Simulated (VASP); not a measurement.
# As (Fd-3m) in VASP: single point with PBE

Aim: the single point of As with PBE.

All numbers are computed with VASP 6.6.1; they aren't measurements. Logs are shortened: lines on timing, memory, paths and dates and some standing lists are left out, and cuts for length are marked.

**1. The cell of the first run**

Symmetry: Fd-3m, No. 227, cubic system. Conventional cell: a = 6.109 Å, b = 6.109 Å, c = 6.109 Å, α = 90.00°, β = 90.00°, γ = 90.00°. Within 3.5 Å of As (site symmetry -43m) lie 4 As at 2.65 Å.

**2. Single point, PBE, non-collinear spin, zero start, spin-orbit coupling**

Contents of INCAR:

```
PREC = Accurate ; ENCUT = 520
EDIFF = 1E-7 ; ISMEAR = -1
SIGMA = 0.05 ; LREAL = False
LASPH = True ; NELM = 150
ALGO = Normal ; ISIF = 2
LWAVE = False ; LCHARG = False
LNONCOLLINEAR = True ; MAGMOM = 0 0 0 0 0 0
LORBIT = 11 ; LSORBIT = True
GGA_COMPAT = False ; LORBMOM = True
GGA = PE ; NBANDS = 22
```

Contents of KPOINTS:

```
Automatic mesh
0
Gamma
  12 12 12
```

Contents of POSCAR:

```
As
1.0
    0.0000000000      3.0545672407      3.0545672407
    3.0545672407      0.0000000000      3.0545672407
    3.0545672407      3.0545672407      0.0000000000
As
2
Direct
   -0.1250000000     -0.1250000000     -0.1250000000
    0.1250000000      0.1250000000      0.1250000000
```

Potentials or basis: VASP PAW PBE potentials, release 64 (As).

The run is started by

```
> cat potpaw_PBE.64/As/POTCAR > POTCAR
> mpirun -np 1 vasp_ncl > vasp.out
```

OUTCAR:

```text
PREC = Accurate
   ENCUT = 520
   EDIFF = 1E-7
   ISMEAR = -1
   LREAL = False
   LASPH = True
   NELM = 150
   ISIF = 2
   LNONCOLLINEAR = True
   LORBIT = 11
   LSORBIT = True
   GGA = PE

 ion  position               nearest neighbor table
   1  0.875  0.875  0.875-   2 2.65   2 2.65   2 2.65   2 2.65
   2  0.125  0.125  0.125-   1 2.65   1 2.65   1 2.65   1 2.65

  LATTYP: Found a face centered cubic cell.
 ALAT       =     6.1091344814

  Lattice vectors:

 A1 = (   0.0000000000,   3.0545672407,   3.0545672407)
 A2 = (   3.0545672407,   0.0000000000,   3.0545672407)
 A3 = (   3.0545672407,   3.0545672407,   0.0000000000)

Analysis of symmetry for initial positions (statically):
=====================================================================
 Subroutine PRICEL returns:
 Original cell was already a primitive cell.

 Routine SETGRP: Setting up the symmetry group for a
 face centered cubic supercell.

 Subroutine GETGRP returns: Found 48 space group operations
 (whereof 12 operations were pure point group operations)
 out of a pool of 48 trial point group operations.

The static configuration has the point symmetry D_3d.
 The point group associated with its full space group is O_h .

Analysis of symmetry for dynamics (positions and initial velocities):
=====================================================================
 Subroutine PRICEL returns:
 Original cell was already a primitive cell.

 Routine SETGRP: Setting up the symmetry group for a
 face centered cubic supercell.

 Subroutine GETGRP returns: Found 48 space group operations
 (whereof 12 operations were pure point group operations)
 out of a pool of 48 trial point group operations.

The dynamic configuration has the point symmetry D_3d.
 The point group associated with its full space group is O_h .

Analysis of structural, dynamic, and magnetic symmetry:
=====================================================================
 Subroutine PRICEL returns:
 Original cell was already a primitive cell.

 Routine SETGRP: Setting up the symmetry group for a
 face centered cubic supercell.

 Subroutine GETGRP returns: Found 48 space group operations
 (whereof 12 operations were pure point group operations)
 out of a pool of 48 trial point group operations.

The overall configuration has the point symmetry D_3d.
 The point group associated with its full space group is O_h .

 Subroutine INISYM returns: Found 48 space group operations
 (whereof 12 operations are pure point group operations),
 and found     1 'primitive' translations

----------------------------------------------------------------------------------------

                                     Primitive cell

  volume of cell :      57.0006

  direct lattice vectors                    reciprocal lattice vectors
     0.000000000  3.054567241  3.054567241    -0.163689309  0.163689309  0.163689309
     3.054567241  0.000000000  3.054567241     0.163689309 -0.163689309  0.163689309
     3.054567241  3.054567241  0.000000000     0.163689309  0.163689309 -0.163689309

  length of vectors
     4.319810419  4.319810419  4.319810419     0.283518199  0.283518199  0.283518199

  position of ions in fractional coordinates (direct lattice)
     0.875000000  0.875000000  0.875000000
     0.125000000  0.125000000  0.125000000

  ion indices of the primitive-cell ions
   primitive index   ion index
                 1           1
                 2           2

----------------------------------------------------------------------------------------

 KPOINTS: Automatic mesh

Automatic generation of k-mesh.
 Grid dimensions read from file:
 generate k-points for:   12   12   12

 Generating k-lattice:

  Cartesian coordinates                     Fractional coordinates (reciprocal lattice)
    -0.013640776  0.013640776  0.013640776     0.083333333  0.000000000  0.000000000
     0.013640776 -0.013640776  0.013640776     0.000000000  0.083333333  0.000000000
     0.013640776  0.013640776 -0.013640776     0.000000000  0.000000000  0.083333333

  Length of vectors
     0.023626517  0.023626517  0.023626517

  Shift w.r.t. Gamma in fractional coordinates (k-lattice)
     0.000000000  0.000000000  0.000000000

 Subroutine IBZKPT returns following result:
 ===========================================

 Found     72 irreducible k-points:

 Following reciprocal coordinates:
            Coordinates               Weight
  0.000000  0.000000  0.000000      1.000000
  0.083333  0.000000  0.000000      8.000000
  0.166667  0.000000  0.000000      8.000000
  0.250000  0.000000  0.000000      8.000000
  0.333333  0.000000  0.000000      8.000000
  0.416667  0.000000  0.000000      8.000000
[... 16 lines left out ...]
  0.500000  0.166667  0.000000     24.000000
[... 31 lines left out ...]
   NELECT =      10.0000    total number of electrons
   NUPDOWN=      -1.0000    fix difference up-down
   EMIN   =  10.00;   EMAX   =-10.00  energy-range for DOS
   EFERMI =   0.00;   METHOD = LEGACY
   ISMEAR =    -1;   SIGMA  =   0.05  broadening in eV -4-tet -1-fermi 0-gaus
   EFERMI_NEDOS =   21; number of points for ismear=-14 and -15
   IALGO  =     38    algorithm
   IMIX   =      4    mixing-type and parameters
     AMIX     =   0.40;   BMIX     =  1.00
     AMIX_MAG =   1.60;   BMIX_MAG =  1.00
  volume/ion in A,a.u.               =      28.50       192.33
  Fermi-wavevector in a.u.,A,eV,Ry     =   0.916463  1.731865 11.427604  0.839905
  Thomas-Fermi vector in A             =   2.041322
   LORBIT       =     11    0 simple, 1 ext, 2 COOP (PROOUT), +10 PAW based schemes
   GGA     = PE    functional components
   LHFCALC =     F    Hartree Fock is set to
   AEXX    =    0.0000 exact exchange contribution
   IVDW    =     0    specifies the selected vdW correction
   LEPSILON=     F    determine dielectric tensor
   LRPA    =     F    only Hartree local field effects (RPA)
  energy-cutoff  :      520.00
  volume of cell :       57.00
 maximum number of plane-waves:      3144
   NGX = 17   NGY = 17   NGZ = 17

 number of electron      10.0000000 magnetization       0.0000000      0.0000000      0.0000000

 number of electron       9.9999997 magnetization       0.0000000      0.0000000      0.0000000

 number of electron       9.9999997 magnetization      -0.0000000      0.0000000     -0.0000000

 number of electron       9.9999997 magnetization       0.0000000     -0.0000000      0.0000000

 number of electron       9.9999997 magnetization      -0.0000000     -0.0000000     -0.0000000

 Free energy of the ion-electron system (eV)
  ---------------------------------------------------
  ext. energy  EPLUGINS =         0.00000000
  ---------------------------------------------------
  free energy    TOTEN  =        -8.75387484 eV

  energy without entropy =       -8.74707558  energy(sigma->0) =       -8.75047521

 E-fermi :   2.8849     XC(G=0):  -8.5860

 val. band max:        2.8779007692   @ k =  -0.4167   0.3333   0.1667
 cond. band min:       2.8932072251   @ k =  -0.3333   0.3333   0.1667
 fundamental gap:      0.0153064559
 Fermi energy:         2.8848754947

 k-point     1 :       0.0000    0.0000    0.0000
  band No.  band energies     occupation
      1     -10.7181      1.00000
      2     -10.7181      1.00000
      3      -3.0806      1.00000
      4      -3.0806      1.00000
      5       0.6431      1.00000
      6       0.6431      1.00000
[... 589 lines left out ...]
     21      11.1242      0.00000
     22      11.1242      0.00000

 [... further k-points ...]

------------------------ aborting loop because EDIFF is reached ----------------------------------------

  FORCE on cell =-STRESS in cart. coord.  units (eV):
  Direction    XX          YY          ZZ          XY          YZ          ZX
  --------------------------------------------------------------------------------------
  -------------------------------------------------------------------------------------
  Total        0.0334352      0.0334352      0.0334352     -0.0000000     -0.0000000      0.0000000
  in kB        0.9398004      0.9398004      0.9398004     -0.0000000     -0.0000000      0.0000000
  external PRESSURE =       0.9398004 kB  Pullay stress =       0.0000000 kB

 VOLUME and BASIS-vectors are now :
 -----------------------------------------------------------------------------
  energy-cutoff  :      520.00
  volume of cell :       57.00
      direct lattice vectors                 reciprocal lattice vectors
     0.000000000  3.054567241  3.054567241    -0.163689309  0.163689309  0.163689309
     3.054567241  0.000000000  3.054567241     0.163689309 -0.163689309  0.163689309
     3.054567241  3.054567241  0.000000000     0.163689309  0.163689309 -0.163689309

 POSITION                                       TOTAL-FORCE (eV/Angst)
 -----------------------------------------------------------------------------------
      5.34549      5.34549      5.34549         0.000000     -0.000000     -0.000000
      0.76364      0.76364      0.76364        -0.000000      0.000000      0.000000
 -----------------------------------------------------------------------------------
    total drift:                                0.000000     -0.000000     -0.000000

  FREE ENERGIE OF THE ION-ELECTRON SYSTEM (eV)
  ---------------------------------------------------
  free  energy   TOTEN  =        -8.7538748438 eV

  energy  without entropy=       -8.7470755757  energy(sigma->0) =       -8.75047521

 orbital moment (x)

 # of ion     p       d       tot
 ----------------------------------------
  1         0.000  -0.000  -0.000
  2        -0.000  -0.000  -0.000
 ----------------------------------------
           -0.000  -0.000  -0.000

 orbital moment (y)

 # of ion     p       d       tot
 ----------------------------------------
  1         0.000   0.000   0.000
  2         0.000   0.000   0.000
 ----------------------------------------
            0.000   0.000   0.000

 orbital moment (z)

 # of ion     p       d       tot
 ----------------------------------------
  1         0.000   0.000   0.000
  2         0.000   0.000   0.000
 ----------------------------------------
            0.000   0.000   0.000

 Spin-Orbit-Coupling matrix elements

 Ion:    1  E_soc:     -0.0284388
 l=   1
     0.0000000    -0.0047408    -0.0047408
    -0.0047408     0.0000000    -0.0047408
    -0.0047408    -0.0047408     0.0000000
 l=   2
     0.0000000     0.0000015     0.0000000     0.0000015    -0.0000005
     0.0000015     0.0000000    -0.0000004     0.0000015    -0.0000001
     0.0000000    -0.0000004     0.0000000    -0.0000004     0.0000000
     0.0000015     0.0000015    -0.0000004     0.0000000    -0.0000001
    -0.0000005    -0.0000001     0.0000000    -0.0000001     0.0000000
 l=   3
     0.0000000     0.0000000     0.0000000     0.0000000     0.0000000     0.0000000     0.0000000
     0.0000000     0.0000000     0.0000000     0.0000000     0.0000000     0.0000000     0.0000000
     0.0000000     0.0000000     0.0000000     0.0000000     0.0000000     0.0000000     0.0000000
     0.0000000     0.0000000     0.0000000     0.0000000     0.0000000     0.0000000     0.0000000
     0.0000000     0.0000000     0.0000000     0.0000000     0.0000000     0.0000000     0.0000000
     0.0000000     0.0000000     0.0000000     0.0000000     0.0000000     0.0000000     0.0000000
     0.0000000     0.0000000     0.0000000     0.0000000     0.0000000     0.0000000     0.0000000

 Ion:    2  E_soc:     -0.0284388
 l=   1
     0.0000000    -0.0047408    -0.0047408
    -0.0047408     0.0000000    -0.0047408
    -0.0047408    -0.0047408     0.0000000
 l=   2
     0.0000000     0.0000015     0.0000000     0.0000015    -0.0000005
     0.0000015     0.0000000    -0.0000004     0.0000015    -0.0000001
     0.0000000    -0.0000004     0.0000000    -0.0000004     0.0000000
     0.0000015     0.0000015    -0.0000004     0.0000000    -0.0000001
    -0.0000005    -0.0000001     0.0000000    -0.0000001     0.0000000
 l=   3
     0.0000000     0.0000000     0.0000000     0.0000000     0.0000000     0.0000000     0.0000000
     0.0000000     0.0000000     0.0000000     0.0000000     0.0000000     0.0000000     0.0000000
     0.0000000     0.0000000     0.0000000     0.0000000     0.0000000     0.0000000     0.0000000
     0.0000000     0.0000000     0.0000000     0.0000000     0.0000000     0.0000000     0.0000000
     0.0000000     0.0000000     0.0000000     0.0000000     0.0000000     0.0000000     0.0000000
     0.0000000     0.0000000     0.0000000     0.0000000     0.0000000     0.0000000     0.0000000
     0.0000000     0.0000000     0.0000000     0.0000000     0.0000000     0.0000000     0.0000000

 total charge

# of ion       s       p       d       tot
------------------------------------------
    1        1.333   1.288   0.035   2.656
    2        1.333   1.288   0.035   2.656
--------------------------------------------------
tot          2.666   2.576   0.070   5.312

 magnetization (x)

# of ion       s       p       d       tot
------------------------------------------
    1        0.000   0.000   0.000   0.000
    2        0.000   0.000   0.000   0.000
--------------------------------------------------
tot          0.000   0.000   0.000   0.000

 magnetization (y)

# of ion       s       p       d       tot
------------------------------------------
    1       -0.000  -0.000  -0.000  -0.000
    2        0.000  -0.000   0.000  -0.000
--------------------------------------------------
tot          0.000  -0.000   0.000  -0.000

 magnetization (z)

# of ion       s       p       d       tot
------------------------------------------
    1        0.000   0.000   0.000   0.000
    2        0.000   0.000   0.000   0.000
--------------------------------------------------
tot          0.000   0.000   0.000   0.000
```

Run time: 2.6 min. Hardware: 1 thread of Oxide Virtual Turin-like, shared host; peak memory 0.34 GiB.

What came out:

```yaml
Free_energy: -8.7539 eV
Pressure: 0.1 GPa
Net_moment: 0.00 μB per cell
Valence_electrons_inside_the_program's_atomic_spheres: As 2.66
```

Moments on the atoms (μB; x, y, z):
```
As  0.00 0.00 0.00
As  0.00 0.00 0.00
```
